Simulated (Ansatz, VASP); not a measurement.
**Bi: VASP beside Ansatz**

Contents of INCAR:

```
SYSTEM = Bi
  PREC = Accurate
  ENCUT = 520
  EDIFF = 1E-6
  ISMEAR = 0
  SIGMA = 0.15
  LREAL = .False.
  LASPH = .True.
  NELM = 80
  ALGO = Fast
  ISIF = 2
  LWAVE = .False.
  LCHARG = .True.
  GGA = PS
  LELF = .True.
  LVHAR = .True.
  NBANDS = 22
```

File KPOINTS:

```
regular mesh
0
Gamma
  12 12 4
  0 0 0
```

File POSCAR:

```
Bi
1.0
    4.4709152952      0.0000000000      0.0000000000
   -2.2354576476      3.8719262238      0.0000000000
    0.0000000000      0.0000000000     11.4741300000
Bi
2
Direct
    0.3333333333      0.6666666667      0.2500000000
    0.6666666667      0.3333333333      0.7500000000
```

Input for Ansatz:

```yaml
crystal:
  lattice:
    - [4.4709152952, 0.0, 0.0]
    - [-2.2354576476, 3.8719262238, 0.0]
    - [0.0, 0.0, 11.47413]
  atoms:
    - { symbol: Bi, position: [0.3333333333, 0.6666666667, 0.25] }
    - { symbol: Bi, position: [0.6666666667, 0.3333333333, 0.75] }
basis:
  ecutwfc: 420
kpoints:
  mp_grid: { grid: [12, 12, 4] }
hamiltonian:
  xc: pbesol
scf:
  occupations: { method: gaussian, width: 0.15 }
output:
  forces: true
  stress: true
  eigenvalues: true
```

Change from the starting cell: strain -0.015 along x and y, -0.030 along z, atoms carried along.

Alike in both runs: task single point; functional PBEsol; k mesh 12 × 12 × 4; occupations gaussian, width 0.15 eV; no spin polarisation.

|  | VASP | Ansatz |
| --- | --- | --- |
| version | VASP 6.6.1 | Ansatz 0.2.0 |
| potentials or method | VASP PAW PBE potentials, release 64 (Bi_d), cutoff 520 eV | scalar-relativistic, plane waves, PAW |
| valence electrons in the cell | 30 | 30 |

```tsv
	VASP	Ansatz	Ansatz less VASP
gap on the k mesh at the Fermi level (eV)	none	none	-
pressure (GPa)	-3.8	-3.8	+0.02
traceless stress, the component that is largest in VASP (GPa)	3.30	3.30	+0.002
```

VASP's potentials were made for PBE, not for PBEsol. A gap of «none» marks a metal or a gap that the smearing closes.

Neither program's run includes spin-orbit coupling.
